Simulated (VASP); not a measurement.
Si:

```
CELL_PARAMETERS angstrom
0.00000 2.76000 2.76000
2.76000 0.00000 2.76000
2.76000 2.76000 0.00000
ATOMIC_POSITIONS crystal
Si 0.00000 0.00000 0.00000
Si 0.25000 0.25000 0.25000
```

Base run:

| Property | Result |
| --- | --- |
| Program | VASP 6.6.1 |
| Functional | PBE |
| Potentials or basis | VASP PAW PBE potentials, release 64 (Si) |
| Cutoff | 500 eV |
| k mesh | 8 × 8 × 8 |
| Occupations | gaussian, width 0.01 eV |
| Spin | no spin polarisation |

Its results: band gap on the k mesh 0.69 eV, indirect (least direct gap 2.52 eV); pressure -2.3 GPa.

Question: The run is repeated on the same cell with these changes: functional from PBE to LDA; potentials or basis from VASP PAW PBE potentials, release 64 (Si) to VASP PAW LDA potentials, release 64 (Si). What comes out?

Answer: Band gap on the k mesh 0.59 eV, indirect (least direct gap 2.41 eV); pressure -5.4 GPa.

A k mesh can miss the band edges.
